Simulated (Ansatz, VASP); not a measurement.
**One calculation of ReBi, two programs**

File INCAR:

```
SYSTEM = ReBi
  PREC = Accurate
  ENCUT = 520
  EDIFF = 1E-7
  ISMEAR = 0
  SIGMA = 0.05
  LREAL = .False.
  LASPH = .True.
  NELM = 60
  ALGO = Normal
  ISIF = 2
  LWAVE = .False.
  LCHARG = .True.
  GGA = PS
  LELF = .True.
  LVHAR = .True.
  NBANDS = 18
```

KPOINTS

```
regular mesh
0
Gamma
  10 10 10
  0 0 0
```

Contents of POSCAR:

```
ReBi
1.0
    0.0000000000      3.0262598134      3.0262598134
    3.0262598134      0.0000000000      3.0262598134
    3.0262598134      3.0262598134      0.0000000000
Re Bi
1 1
Direct
    0.0000000000      0.0000000000      0.0000000000
    0.2500000000      0.2500000000      0.2500000000
```

Input for Ansatz:

```yaml
crystal:
  lattice:
    - [0.0, 3.0262598134, 3.0262598134]
    - [3.0262598134, 0.0, 3.0262598134]
    - [3.0262598134, 3.0262598134, 0.0]
  atoms:
    - { symbol: Re, position: [0.0, 0.0, 0.0] }
    - { symbol: Bi, position: [0.25, 0.25, 0.25] }
basis:
  ecutwfc: 420
  ecutrho_ratio: 4
kpoints:
  mp_grid: { grid: [10, 10, 10] }
hamiltonian:
  xc: pbesol
scf:
  occupations: { method: gaussian, width: 0.05 }
output:
  forces: true
  stress: true
  eigenvalues: true
```

Alike in both runs: task single point; functional PBEsol; k mesh 10 × 10 × 10; occupations gaussian, width 0.05 eV; no spin polarisation.

```csv
,VASP,Ansatz
version,VASP 6.6.1,Ansatz 0.2.0
potentials or method,"VASP PAW PBE potentials, release 64 (Re, Bi_d), cutoff 520 eV","scalar-relativistic, plane waves, PAW"
valence electrons in the cell,22,30
```

VASP gave:

```
pressure (GPa) : 4.1
```

Problem. What did Ansatz give for the same quantities?

Solution. Pressure (GPa): 4.0.

VASP's potentials were made for PBE, not for PBEsol. With one functional, cell and mesh, what is left measures potentials, basis and numerics. VASP's potentials hold 22 valence electrons a cell and Ansatz's 30, so a difference there can come from the potentials and not from the codes.

Spin-orbit coupling is off throughout.
